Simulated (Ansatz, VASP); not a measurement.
**B: VASP beside Ansatz**

The input INCAR:

```
PREC = Accurate
ENCUT = 500
EDIFF = 1E-6
ISMEAR = 0
SIGMA = 0.1
LREAL = F
LASPH = T
NELM = 120
ALGO = Normal
ISIF = 2
LWAVE = F
LCHARG = T
GGA = PE
LELF = T
LVHAR = T
NBANDS = 8
GGA_COMPAT = F
```

The input KPOINTS:

```
Automatic mesh
0
Gamma
  8 8 8
```

POSCAR

```
B
1.0
    0.0000000000      1.8917046811      1.8917046811
    1.8917046811      0.0000000000      1.8917046811
    1.8917046811      1.8917046811      0.0000000000
B
1
Direct
    0.0000000000      0.0000000000      0.0000000000
```

Input for Ansatz:

```yaml
crystal:
  lattice:
    - [0.0, 1.8917046811, 1.8917046811]
    - [1.8917046811, 0.0, 1.8917046811]
    - [1.8917046811, 1.8917046811, 0.0]
  atoms:
    - { symbol: B, position: [0.0, 0.0, 0.0] }
basis:
  ecutwfc: 420
kpoints:
  mp_grid: { grid: [8, 8, 8] }
hamiltonian:
  xc: pbe
scf:
  occupations: { method: gaussian, width: 0.1 }
output:
  forces: true
  stress: true
  eigenvalues: true
```

Alike in both runs: task single point; functional PBE; k mesh 8 × 8 × 8; occupations gaussian, width 0.1 eV; no spin polarisation.

|  | VASP | Ansatz |
| --- | --- | --- |
| version | VASP 6.6.1 | Ansatz 0.2.0 |
| potentials or method | VASP PAW PBE potentials, release 64 (B), cutoff 500 eV | scalar-relativistic, plane waves, PAW |
| valence electrons in the cell | 3 | 3 |

```tsv
	VASP	Ansatz	Ansatz less VASP
gap on the k mesh at the Fermi level (eV)	none	none	-
pressure (GPa)	-31.2	-31.2	0.00
```

A gap of «none» marks a metal or a gap that the smearing closes. Both programs put the cell under strong tension, so it lies far from rest at this level. With one functional, cell and mesh, what is left measures potentials, basis and numerics.

Noted on VASP's run: the cell as given lies far from equilibrium.
